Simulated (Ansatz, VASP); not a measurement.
**Two plane-wave programs on Sb**

The input INCAR:

```
  PREC = Accurate
  ENCUT = 400
  EDIFF = 1E-6
  ISMEAR = 0
  SIGMA = 0.05
  LREAL = F
  LASPH = T
  NELM = 120
  ALGO = Normal
  ISIF = 2
  LWAVE = F
  LCHARG = F
  LDIPOL = T
  IDIPOL = 3
  DIPOL = 0.5 0.5 0.388
  GGA = PE
  IVDW = 12
  NBANDS = 38
  GGA_COMPAT = F
  NELMDL = -8
```

The input KPOINTS:

```
Automatic mesh
0
Gamma
  9 9 1
```

POSCAR

```
Sb
1.0
    4.0686848921      0.0000000000      0.0000000000
   -2.0343424461      3.5235844766      0.0000000000
    0.0000000000      0.0000000000     20.8000277116
Sb
4
Direct
    0.3333333333      0.6666666667      0.2956733491
    0.6666666667      0.3333333333      0.2163458656
    0.4444444444      1.8888888889      0.5600967399
    0.7777777778      1.5555555556      0.4807692564
```

Input for Ansatz:

```yaml
crystal:
  lattice:
    - [4.0686848921, 0.0, 0.0]
    - [-2.0343424461, 3.5235844766, 0.0]
    - [0.0, 0.0, 20.8000277116]
  atoms:
    - { symbol: Sb, position: [0.3333333333, 0.6666666667, 0.2956733491] }
    - { symbol: Sb, position: [0.6666666667, 0.3333333333, 0.2163458656] }
    - { symbol: Sb, position: [0.4444444444, 1.8888888889, 0.5600967399] }
    - { symbol: Sb, position: [0.7777777778, 1.5555555556, 0.4807692564] }
basis:
  ecutwfc: 420
kpoints:
  mp_grid: { grid: [9, 9, 1] }
hamiltonian:
  xc: pbe
  dispersion: d3bj
scf:
  occupations: { method: gaussian, width: 0.05 }
output:
  forces: true
  eigenvalues: true
efield:
  axis: 3
  dipole_correction: true
  ramp_width: 0.04
```

Alike in both runs: task single point; functional PBE; dispersion D3(BJ); k mesh 9 × 9 × 1; occupations gaussian, width 0.05 eV; no spin polarisation.

```csv
,VASP,Ansatz
version,VASP 6.6.1,Ansatz 0.2.0
potentials or method,"VASP PAW PBE potentials, release 64 (Sb_d_GW), cutoff 400 eV","scalar-relativistic, plane waves, PAW"
valence electrons in the cell,60,60
```

|  | VASP | Ansatz | Ansatz less VASP |
| --- | --- | --- | --- |
| gap on the k mesh at the Fermi level (eV) | 0.86 | 0.86 | -0.002 |
| least direct gap on the mesh (eV) | 1.50 | 1.50 | -0.001 |
| rms of the force components (eV/Å) | 0.045 | 0.046 | +0.0012 |

Atom by atom the forces differ by 0.002 eV/Å (rms over components).

Spin-orbit coupling is off throughout.
